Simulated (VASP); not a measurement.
Write the native input for VASP 6.6.1 that does the following.

```yaml
Task: single point
Functional: PBE
Potentials_or_basis: VASP PAW PBE potentials, release 64 (K_sv, S)
Cutoff: 500 eV
k_mesh: 6 × 6 × 6
Occupations: gaussian, width 0.02 eV
Spin: no spin polarisation
Dipole_correction: no
Further_INCAR_settings: ALGO = Normal; EDIFF = 1e-06; NBANDS = 19
```

The structure of K2S lies in POSCAR:

```
K2S
1.0
    0.0000000000      3.7306299197      3.7306299197
    3.7306299197      0.0000000000      3.7306299197
    3.7306299197      3.7306299197      0.0000000000
K S
2 1
Direct
    0.2500000000      0.2500000000      0.2500000000
    0.7500000000      0.7500000000      0.7500000000
    0.0000000000      0.0000000000      0.0000000000
```

One way to write it, as run:

INCAR

```
PREC     = Accurate       # precision mode
ENCUT    = 500            # plane-wave cutoff, eV
EDIFF    = 1E-6           # SCF threshold, eV
ISMEAR   = 0              # smearing method
SIGMA    = 0.02           # smearing width, eV
LREAL    = F              # projectors in reciprocal space
LASPH    = T              # aspherical terms in the spheres
NELM     = 120            # most SCF steps
ALGO     = Normal         # electronic algorithm
ISIF     = 2              # what is computed and relaxed
LWAVE    = F              # write WAVECAR
LCHARG   = F              # write CHGCAR
GGA      = PE             # functional
NBANDS   = 19             # bands
GGA_COMPAT= F
```

KPOINTS

```
regular mesh
0
Gamma
  6 6 6
```

Potentials or basis: VASP PAW PBE potentials, release 64 (K_sv, S).

Run with:

```sh
$ cat potpaw_PBE.64/K_sv/POTCAR potpaw_PBE.64/S/POTCAR > POTCAR
$ mpirun -np 1 vasp_std > vasp.out
```

Results of the run:

```
Pressure               : 0.0 GPa
Band gap on the k mesh : 2.32 eV, indirect (least direct gap 2.50 eV)
```

It took 24 s on 1 thread of Intel(R) Xeon(R) Platinum 8375C CPU @ 2.90GHz (Ice Lake) (shared host), peak memory 0.23 GiB.
